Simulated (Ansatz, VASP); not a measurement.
# HfO2: VASP beside Ansatz

File INCAR:

```
PREC     = Accurate       # precision mode
ENCUT    = 520            # plane-wave cutoff, eV
EDIFF    = 1E-6           # SCF threshold, eV
ISMEAR   = 0              # smearing method
SIGMA    = 0.05           # smearing width, eV
LREAL    = F              # projectors in reciprocal space
LASPH    = T              # aspherical terms in the spheres
NELM     = 100            # most SCF steps
ALGO     = Normal         # electronic algorithm
ISIF     = 2              # what is computed and relaxed
LWAVE    = F              # write WAVECAR
LCHARG   = F              # write CHGCAR
GGA      = PE             # functional
NBANDS   = 18             # bands
```

Contents of KPOINTS:

```
Automatic mesh
0
Gamma
  8 8 8
```

File POSCAR:

```
HfO2
1.0
    0.0000000000      2.4296250000      2.4296250000
    2.4296250000      0.0000000000      2.4296250000
    2.4296250000      2.4296250000      0.0000000000
Hf O
1 2
Direct
    0.0000000000      0.0000000000      0.0000000000
    0.2500000000      0.2500000000      0.2500000000
    0.7500000000      0.7500000000      0.7500000000
```

Input for Ansatz:

```yaml
crystal:
  lattice:
    - [0.0, 2.429625, 2.429625]
    - [2.429625, 0.0, 2.429625]
    - [2.429625, 2.429625, 0.0]
  atoms:
    - { symbol: Hf, position: [0.0, 0.0, 0.0] }
    - { symbol: O, position: [0.25, 0.25, 0.25] }
    - { symbol: O, position: [0.75, 0.75, 0.75] }
basis:
  ecutwfc: 420
kpoints:
  mp_grid: { grid: [8, 8, 8] }
hamiltonian:
  xc: pbe
scf:
  occupations: { method: gaussian, width: 0.05 }
output:
  forces: true
  stress: true
  eigenvalues: true
```

Change from the starting cell: strain -0.050 along x and y, -0.050 along z, atoms carried along.

Alike in both runs: task single point; functional PBE; k mesh 8 × 8 × 8; occupations gaussian, width 0.05 eV; no spin polarisation.

|  | VASP | Ansatz |
| --- | --- | --- |
| version | VASP 6.6.1 | Ansatz 0.2.0 |
| potentials or method | VASP PAW PBE potentials, release 64 (Hf_pv, O), cutoff 520 eV | scalar-relativistic, plane waves, PAW |
| valence electrons in the cell | 22 | 38 |

Ansatz gave:

```
gap on the k mesh at the Fermi level (eV) : 4.08
least direct gap on the mesh (eV)         : 4.08
pressure (GPa)                            : 47.8
```

**Question.** What did VASP give for the same quantities?

**Answer.** gap on the k mesh at the Fermi level (eV): 4.14; least direct gap on the mesh (eV): 4.14; pressure (GPa): 42.8.

The pressures are high and differ by over a tenth, so treat them with care. The functional is the same, so the differences come from potentials, cutoffs and numerics. VASP's potentials hold 22 valence electrons a cell and Ansatz's 38, so a difference there can come from the potentials and not from the codes.

Neither program's run includes spin-orbit coupling.
